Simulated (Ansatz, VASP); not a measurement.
NiO: VASP beside Ansatz

The input INCAR:

```
SYSTEM = NiO
PREC = Accurate
ENCUT = 520
EDIFF = 1E-8
ISMEAR = -1
SIGMA = 0.03
LREAL = .False.
LASPH = .True.
NELM = 150
ALGO = Normal
ISIF = 2
LWAVE = .False.
LCHARG = .False.
ISPIN = 2
MAGMOM = 1.5 0
LORBIT = 11
LMAXMIX = 4
GGA = PE
LEFG = .True.
NBANDS = 19
```

Contents of KPOINTS:

```
regular mesh
0
Gamma
  15 15 15
  0 0 0
```

File POSCAR:

```
NiO
1.0
    0.0000000000      2.1051601387      2.1051601387
    2.1051601387      0.0000000000      2.1051601387
    2.1051601387      2.1051601387      0.0000000000
Ni O
1 1
Direct
    0.0000000000      0.0000000000      0.0000000000
    0.5000000000      0.5000000000      0.5000000000
```

Input for Ansatz:

```yaml
crystal:
  lattice:
    - [0.0, 2.1051601387, 2.1051601387]
    - [2.1051601387, 0.0, 2.1051601387]
    - [2.1051601387, 2.1051601387, 0.0]
  atoms:
    - { symbol: Ni, position: [0.0, 0.0, 0.0], spin: 1.5 }
    - { symbol: O, position: [0.5, 0.5, 0.5] }
magnetization:
  spin_polarized: true
kpoints:
  mp_grid: { grid: [15, 15, 15] }
scf:
  occupations: { method: fermi_dirac, width: 0.03 }
hamiltonian:
  xc: pbe
  pseudopotentials: { kind: paw }
output:
  forces: true
  stress: true
  eigenvalues: true
  efg: { contact_densities: true }
```

Change from the starting cell: volume scaled by 1.02, PAW files.

Alike in both runs: task electric field gradients; functional PBE; k mesh 15 × 15 × 15; occupations fermi-dirac, width 0.03 eV; collinear spin.

```csv
,VASP,Ansatz
version,VASP 6.6.1,Ansatz 0.2.0
potentials or method,"VASP PAW PBE potentials, release 64 (Ni, O)","PAW with Ansatz's default frozen-core files, scalar-relativistic"
plane-wave cutoff (eV),520,420
valence electrons in the cell,16,24
```

Ansatz gave:

- pressure (GPa): 0.7
- net moment per atom (μB): 0.90
- size of the moment on the site where the two differ most (μB): 0.29

What did VASP give for the same quantities?

Pressure (GPa): 0.3; net moment per atom (μB): 0.88; size of the moment on the site where the two differ most (μB): 0.27.

Site moments also hang on the region over which each program counts them. VASP's potentials hold 16 valence electrons a cell and Ansatz's 24, so a difference there can come from the potentials and not from the codes.
